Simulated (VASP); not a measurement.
Here is a VASP 6.6.1 calculation.

File INCAR:

```
SYSTEM = NbRu3C
PREC     = Accurate       ! precision mode
ENCUT    = 520            ! plane-wave cutoff, eV
EDIFF    = 1E-6           ! SCF threshold, eV
ISMEAR   = 1              ! smearing method
SIGMA    = 0.05           ! smearing width, eV
LREAL    = .False.        ! projectors in reciprocal space
LASPH    = .True.         ! aspherical terms in the spheres
NELM     = 100            ! most SCF steps
ALGO     = Normal         ! electronic algorithm
ISIF     = 2              ! what is computed and relaxed
LWAVE    = .False.        ! write WAVECAR
LCHARG   = .False.        ! write CHGCAR
GGA      = PS             ! functional
NBANDS   = 38             ! bands
```

File KPOINTS:

```
Automatic mesh
0
Gamma
  9 9 9
  0 0 0
```

The input POSCAR:

```
NbRu3C
1.0
    4.0651380000      0.0000000000      0.0000000000
    0.0000000000      4.0651380000      0.0000000000
    0.0000000000      0.0000000000      4.0651380000
Ru Nb C
3 1 1
Direct
    0.5000000000      0.5000000000      0.0000000000
    0.5000000000      0.0000000000      0.5000000000
    0.0000000000      0.5000000000      0.5000000000
    0.0000000000      0.0000000000      0.0000000000
    0.5000000000      0.5000000000      0.5000000000
```

Potentials or basis: VASP PAW PBE potentials, release 64 (Ru_pv, Nb_sv, C).

Run with:

```sh
$ cat potpaw_PBE.64/Ru_pv/POTCAR potpaw_PBE.64/Nb_sv/POTCAR potpaw_PBE.64/C/POTCAR > POTCAR
$ mpirun -np 1 vasp_std > vasp.out
```

Question: Estimate the band gap on the k mesh.

Answer: Zero (an odd number of electrons rules out a gap without spin polarisation).

Question: Estimate the pressure.

Answer: -11.9 GPa.

Caveat: the cell stands under tension; the PAW data sets were made with another functional, which shifts forces and pressure a little.
